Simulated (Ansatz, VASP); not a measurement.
# Ag in VASP and in Ansatz

INCAR

```
  PREC = Accurate
  ENCUT = 520
  EDIFF = 1E-6
  ISMEAR = 0
  SIGMA = 0.15
  LREAL = False
  LASPH = True
  NELM = 100
  ALGO = Normal
  ISIF = 2
  LWAVE = False
  LCHARG = False
  GGA = PS
  NBANDS = 12
```

The input KPOINTS:

```
Automatic mesh
0
Gamma
  20 20 20
```

The input POSCAR:

```
Ag
1.0
   -1.6556540000      1.6556540000      1.5728713000
    1.6556540000     -1.6556540000      1.5728713000
    1.6556540000      1.6556540000     -1.5728713000
Ag
1
Direct
    0.0000000000      0.0000000000      0.0000000000
```

Input for Ansatz:

```yaml
crystal:
  lattice:
    - [-1.655654, 1.655654, 1.5728713]
    - [1.655654, -1.655654, 1.5728713]
    - [1.655654, 1.655654, -1.5728713]
  atoms:
    - { symbol: Ag, position: [0.0, 0.0, 0.0] }
basis:
  ecutwfc: 420
kpoints:
  mp_grid: { grid: [20, 20, 20] }
hamiltonian:
  xc: pbesol
scf:
  occupations: { method: gaussian, width: 0.15 }
output:
  forces: true
  stress: true
  eigenvalues: true
```

Change from the starting cell: strain +0.000 along x and y, -0.050 along z, atoms carried along.

Alike in both runs: task single point; functional PBEsol; k mesh 20 × 20 × 20; occupations gaussian, width 0.15 eV; no spin polarisation.

|  | VASP | Ansatz |
| --- | --- | --- |
| version | VASP 6.6.1 | Ansatz 0.2.0 |
| potentials or method | VASP PAW PBE potentials, release 64 (Ag), cutoff 520 eV | scalar-relativistic, plane waves, PAW |
| valence electrons in the cell | 11 | 19 |

```csv
,VASP,Ansatz,Ansatz less VASP
gap on the k mesh at the Fermi level (eV),none,none,-
pressure (GPa),-3.1,-2.9,+0.18
"traceless stress, the component that is largest in VASP (GPa)",-0.54,-0.54,0.000
```

VASP's potentials were made for PBE, not for PBEsol. A gap of «none» marks a metal or a gap that the smearing closes. VASP's potentials hold 11 valence electrons a cell and Ansatz's 19, so a difference there can come from the potentials and not from the codes.
